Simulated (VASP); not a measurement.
The system is BeS.

```xyz
2
Lattice="0.0000 2.3173 2.3173 2.3173 0.0000 2.3173 2.3173 2.3173 0.0000" Properties=species:S:1:pos:R:3 pbc="T T T"
Be    0.0000    0.0000    0.0000
S     2.3173    2.3173    2.3173
```

Program: VASP 6.6.1. Alike in all runs: task single point; potentials or basis VASP PAW PBE potentials, release 64 (Be, S); no spin polarisation; cell as given; k mesh 6 × 6 × 6; cutoff (eV) 520; smearing gaussian 0.01 eV. Hardware: 1 thread of AMD EPYC 7R43 64-Core Processor (Zen 3), on a shared host.

Order these runs on this cell by their wall time, lowest first.
A. level PBE
B. level r2SCAN
C. level HSE06; grid for exact exchange (PRECFOCK) Normal; screening parameter 0.2079 1/Å

A (5 s), B (22 s), C (440 s).
